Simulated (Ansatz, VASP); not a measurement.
C: VASP beside Ansatz

File INCAR:

```
SYSTEM = C
  PREC = Accurate
  ENCUT = 600
  EDIFF = 1E-6
  ISMEAR = -1
  SIGMA = 0.1
  LREAL = .False.
  LASPH = .True.
  NELM = 120
  ALGO = Normal
  ISIF = 2
  LWAVE = .False.
  LCHARG = .False.
  GGA = PE
  NBANDS = 11
  GGA_COMPAT = .False.
```

The input KPOINTS:

```
Automatic mesh
0
Gamma
  14 14 14
  0 0 0
```

POSCAR

```
C
1.0
    0.0000000000      1.7834000000      1.7834000000
    1.7834000000      0.0000000000      1.7834000000
    1.7834000000      1.7834000000      0.0000000000
C
2
Direct
    0.5000000000      0.5000000000      0.5000000000
    0.7500000000      0.7500000000      0.7500000000
```

Input for Ansatz:

```yaml
crystal:
  lattice:
    - [0.0, 1.7834, 1.7834]
    - [1.7834, 0.0, 1.7834]
    - [1.7834, 1.7834, 0.0]
  atoms:
    - { symbol: C, position: [0.5, 0.5, 0.5] }
    - { symbol: C, position: [0.75, 0.75, 0.75] }
hamiltonian:
  xc: pbe
  pseudopotentials: { kind: paw }
basis:
  ecutwfc: 420
kpoints:
  mp_grid: { grid: [14, 14, 14] }
scf:
  occupations: { method: fermi_dirac, width: 0.1 }
  lower_state_search: "off"
  max_iter: 8
output:
  forces: true
  stress: true
```

Alike in both runs: task single point; functional PBE; k mesh 14 × 14 × 14; occupations fermi-dirac, width 0.1 eV; no spin polarisation.

```csv
,VASP,Ansatz
version,VASP 6.6.1,Ansatz 0.2.0
potentials or method,"VASP PAW PBE potentials, release 64 (C), cutoff 600 eV","PAW, plane waves, scalar-relativistic"
valence electrons in the cell,8,8
```

```tsv
	VASP	Ansatz	Ansatz less VASP
pressure (GPa)	1.8	1.8	0.00
```

With one functional, cell and mesh, what is left measures potentials, basis and numerics.
